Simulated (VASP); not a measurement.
Here is a VASP 6.6.1 calculation.

INCAR

```
PREC = Accurate
ENCUT = 520
EDIFF = 1E-6
ISMEAR = 0
SIGMA = 0.1
LREAL = F
LASPH = T
NELM = 100
ALGO = Normal
ISIF = 2
LWAVE = F
LCHARG = F
GGA = PE
NBANDS = 21
```

File KPOINTS:

```
Automatic mesh
0
Gamma
  16 14 6
```

POSCAR

```
BN
1.0
    2.4529551370      0.0000000000      0.0000000000
    0.0000000000      2.5678359711      0.0000000000
    0.0000000000      0.0000000000      6.0066842641
B N
3 3
Direct
    0.5000000000      0.5000000000      0.1685417661
    0.5000000000      0.5000000000      0.8314582339
    0.0000000000      0.0000000000      0.5000000000
    0.5000000000      0.0000000000      0.3139760117
    0.0000000000      0.5000000000      0.0000000000
    0.5000000000      0.0000000000      0.6860239883
```

Potentials or basis: VASP PAW PBE potentials, release 64 (B, N).

Run with:

```console
$ cat potpaw_PBE.64/B/POTCAR potpaw_PBE.64/N/POTCAR > POTCAR
$ mpirun -np 1 vasp_std > vasp.out
```

Question: Estimate the pressure.

Answer: 0.1 GPa.

Question: Estimate the band gap on the k mesh.

Answer: Zero (band 12 reaches 8.24 eV, above the bottom of band 13 at 5.97 eV).

Stress tensor (GPa, compression positive):
```
0.20 0.00 0.00
0.00 0.09 0.00
0.00 0.00 0.10
```
